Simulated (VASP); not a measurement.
The system is Se.

```
Se
1.0
    -1.73801    1.73801    1.73801
     1.73801   -1.73801    1.73801
     1.73801    1.73801   -1.73801
Se
1
Cartesian
  0.0000 0.0000 0.0000
```

This isn't the form of Se at room conditions, which is trigonal, of chains.

| Property | Result |
| --- | --- |
| Program | VASP 6.6.1 |
| Task | relaxation of cell and atoms |
| Functional | PBEsol |
| Potentials or basis | VASP PAW PBE potentials, release 64 (Se) |
| Cutoff | 600 eV |
| k mesh | 20 × 20 × 20 |
| Occupations | fermi-dirac, width 0.08 eV |
| Spin | no spin polarisation |

At the start: pressure -6.0 GPa; volume 21.00 Å³/atom.

Q: How do energy, volume and symmetry change on relaxing?

A: Over 3 steps the energy falls by 34.2 meV/atom and the volume is 19.31 Å³/atom (-8.1 %); space group Im-3m (No. 229, to 0.1 Å) before and after.

Step by step:
```tsv
step	energy change (eV)	largest force (eV/Å)	pressure (GPa)	volume (Å³)
1	0.0000	0.0000	-5.97	21.00
2	-0.0289	0.0000	2.93	18.71
3	-0.0342	0.0000	0.01	19.31
```

Final structure:
```
Se
1.0
    -1.68998    1.68998    1.68998
     1.68998   -1.68998    1.68998
     1.68998    1.68998   -1.68998
Se
1
Direct
  0.00000 0.00000 0.00000
```

Caveat: the PAW data sets were made with another functional, which shifts forces and pressure a little.
